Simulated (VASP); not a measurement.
A run of VASP 6.6.1 is set up as follows.

Contents of INCAR:

```
PREC = Accurate
ENCUT = 600
EDIFF = 1E-7
ISMEAR = 0
SIGMA = 0.1
LREAL = False
LASPH = True
NELM = 60
ALGO = Normal
ISIF = 3
LWAVE = False
LCHARG = False
GGA = PE
IBRION = 2
NSW = 90
EDIFFG = -0.04
```

The input KPOINTS:

```
regular mesh
0
Gamma
  4 4 4
```

The input POSCAR:

```
GeP5
1.0
   -2.9577717900      2.9577717900      4.0455469100
    2.9577717900     -2.9577717900      4.0455469100
    2.9577717900      2.9577717900     -4.0455469100
Ge P
1 5
Direct
    0.0000000000      0.0000000000      0.0000000000
    0.3802885500      0.8802885500      0.5000000000
    0.8802885500      0.3802885500      0.5000000000
    0.6197114500      0.1197114500      0.5000000000
    0.1197114500      0.6197114500      0.5000000000
    0.5000000000      0.5000000000      0.0000000000
```

Potentials or basis: VASP PAW PBE potentials, release 64 (Ge_d, P).

Run with:

```bash
$ cat potpaw_PBE.64/Ge_d/POTCAR potpaw_PBE.64/P/POTCAR > POTCAR
$ mpirun -np 1 vasp_std > vasp.out
```

Predict the relaxed volume.

18.08 Å³/atom.

Estimate the relaxed cell.

a = 5.916 Å, b = 5.916 Å, c = 5.916 Å, α = 133.09°, β = 133.09°, γ = 68.52°.

Predict the space group after relaxing (to 0.05 Å).

I4/mmm (No. 139).

Final structure:
```
Ge P
1.0
    -2.35501    2.35501    4.88977
     2.35501   -2.35501    4.88977
     2.35501    2.35501   -4.88977
Ge P
1 5
Direct
  0.00000 0.00000 0.00000
  0.35571 0.85571 0.50000
  0.85571 0.35571 0.50000
  0.64429 0.14429 0.50000
  0.14429 0.64429 0.50000
  0.50000 0.50000 0.00000
```

Caveat: the k points lie up to 0.47 Å⁻¹ apart in the final cell; the volume moved by over 15 % at a fixed basis, so the end points are rough.
